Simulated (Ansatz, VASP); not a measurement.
## W in VASP and in Ansatz

```
CELL_PARAMETERS angstrom
0.00000 2.01899 2.01899
2.01899 0.00000 2.01899
2.01899 2.01899 0.00000
ATOMIC_POSITIONS crystal
W 0.00000 0.00000 0.00000
```

Alike in both runs: functional PBE; k mesh 17 × 17 × 17; occupations fermi-dirac, width 0.08 eV; no spin polarisation.

Ansatz relaxed the structure, and its values are those at the end. VASP's run is a single point on that final structure, the one shown.

|  | VASP | Ansatz |
| --- | --- | --- |
| version | VASP 6.6.1 | Ansatz 0.2.0 |
| potentials or method | VASP PAW PBE potentials, release 64 (W_sv) | PAW with Ansatz's default frozen-core files, scalar-relativistic |
| plane-wave cutoff (eV) | 520 | 420 |
| valence electrons in the cell | 14 | 14 |

```csv
,VASP,Ansatz,Ansatz less VASP
pressure (GPa),0.5,0.0,-0.51
```

Neither program's run includes spin-orbit coupling.
